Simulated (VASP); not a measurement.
Here is a VASP 6.6.1 calculation.

INCAR

```
PREC = Accurate ; ENCUT = 400
EDIFF = 1E-6 ; ISMEAR = -1
SIGMA = 0.0534 ; LREAL = Auto
LASPH = True ; NELM = 120
ALGO = Normal ; ISIF = 2
LWAVE = False ; LCHARG = False
GGA = PE ; ISYM = -1
NBANDS = 138 ; GGA_COMPAT = False
```

KPOINTS

```
explicit points
1
Reciprocal
  0.25000000   0.25000000   0.25000000 1
```

Contents of POSCAR:

```
Sr19Ca5
1.0
   10.4978800000     -0.1668760000      0.0738540000
   -0.1668760000     10.3895350000      0.2213770000
    0.0738540000      0.2213770000     11.1990180000
Sr Ca
19 5
Direct
    0.2795413479      0.7070345804      0.7595062852
    0.8381735858      0.3501499809      0.7250914657
    0.1439426256      0.0166335933      0.7229308825
    0.5879386136      0.2497571198      0.5019559661
    0.2739384032      0.5958800849      0.3462453054
    0.8062406907      0.9549646092      0.5295400632
    0.4321800180      0.2134970300      0.1950410692
    0.4790518404      0.4100902798      0.8082905617
    0.1547370256      0.1316261145      0.3555056396
    0.2643704620      0.8952461783      0.0949402234
    0.5314618521      0.0427101720      0.8068290779
    0.9024184456      0.8363620035      0.1941017933
    0.2476966866      0.5112793480      0.0731329408
    0.0126603120      0.6782442845      0.5827071892
    0.4971228796      0.9065942624      0.4400504909
    0.7237463665      0.3153339954      0.0550974864
    0.0385678425      0.2314438231      0.0549440381
    0.9781304898      0.6428041136      0.9435247005
    0.6076594346      0.7566111140      0.1086929784
    0.9039498088      0.4627911151      0.3421224416
    0.6304491490      0.6062527695      0.3897896574
    0.8547300038      0.9980307055      0.8762201049
    0.6718645670      0.7056871253      0.7402665319
    0.1601896773      0.3437246397      0.6730357628
```

Potentials or basis: VASP PAW PBE potentials, release 64 (Sr_sv, Ca_sv).

Command:

```bash
$ cat potpaw_PBE.64/Sr_sv/POTCAR potpaw_PBE.64/Ca_sv/POTCAR > POTCAR
$ mpirun -np 1 vasp_std > vasp.out
```

Q: Estimate the pressure.

A: 1.4 GPa.

Q: Predict the largest force.

A: 1.376 eV/Å.

Forces on the atoms (eV/Å):
```
Sr   1.078 -0.153  0.010
Sr  -0.083 -0.109 -0.123
Sr   0.245  0.022 -0.103
Sr  -0.349  0.527 -0.158
Sr  -0.056  0.013  1.218
Sr   0.796  0.616 -0.011
Sr   0.268  0.179 -0.402
Sr  -0.115 -0.212  0.097
Sr  -0.577 -0.153  1.007
Sr  -0.214  0.024 -0.323
Sr  -0.468 -0.057  0.103
Sr   0.813  0.460  1.010
Sr   0.621 -0.276 -0.688
Sr  -0.566  0.066 -0.420
Sr  -1.206  0.017 -0.091
Sr  -0.310  0.453  0.224
Sr   0.698 -0.316 -0.430
Sr  -0.664 -0.127 -0.321
Sr  -0.896 -0.249 -0.943
Ca   0.647 -0.599 -0.391
Ca  -0.012 -0.321  0.729
Ca  -0.141 -0.324  0.136
Ca  -0.012 -0.055  0.072
Ca   0.503  0.576 -0.203
```

Caveat: the atoms stand as in a frame of molecular dynamics.
